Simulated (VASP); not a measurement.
A run of VASP 6.6.1:

Contents of POSCAR:

```
NbH2
1.0
    2.2734030828      2.2734030828      0.0000000000
   -2.2734030828      2.2734030828      0.0000000000
    0.0000000000      0.0000000000      4.5468061656
Nb H
2 4
Direct
    0.0000000000      0.0000000000      0.0000000000
    0.5000000000      0.5000000000      0.5000000000
    0.0000000000      0.5000000000      0.7500000000
    0.5000000000      0.0000000000      0.7500000000
    0.5000000000      0.0000000000      0.2500000000
    0.0000000000      0.5000000000      0.2500000000
```

The input INCAR.step1:

```
PREC = Accurate
ENCUT = 520
ISMEAR = 0
SIGMA = 0.1
LREAL = F
LASPH = T
NELM = 60
NBANDS = 24
GGA = PE
ALGO = Normal
EDIFF = 1E-4
LWAVE = T
LCHARG = F
```

Contents of INCAR.step2:

```
PREC = Accurate
ENCUT = 520
EDIFF = 1E-7
ISMEAR = 0
SIGMA = 0.1
LREAL = F
LASPH = T
NELM = 60
ALGO = Normal
ISIF = 2
LWAVE = F
LCHARG = T
METAGGA = R2SCAN
LMIXTAU = T
LELF = T
LVHAR = T
NBANDS = 24
ISTART = 1
```

KPOINTS

```
regular mesh
0
Gamma
  12 12 8
```

Potentials or basis: VASP PAW PBE potentials, release 64 (Nb_sv, H).

The run is started by

```sh
$ cat potpaw_PBE.64/Nb_sv/POTCAR potpaw_PBE.64/H/POTCAR > POTCAR
$ cp INCAR.step1 INCAR
$ mpirun -np 1 vasp_std > vasp.out
$ cp INCAR.step2 INCAR
$ mpirun -np 1 vasp_std > vasp.out
```

Hardware: 1 thread of AMD EPYC 7R13, with other jobs on the host.

**Question.** How long does it take, and how much memory?

**Answer.** Run time: 15 min on 1 thread of AMD EPYC 7R13 (shared host), peak memory 0.23 GiB. Counts: k points 140.
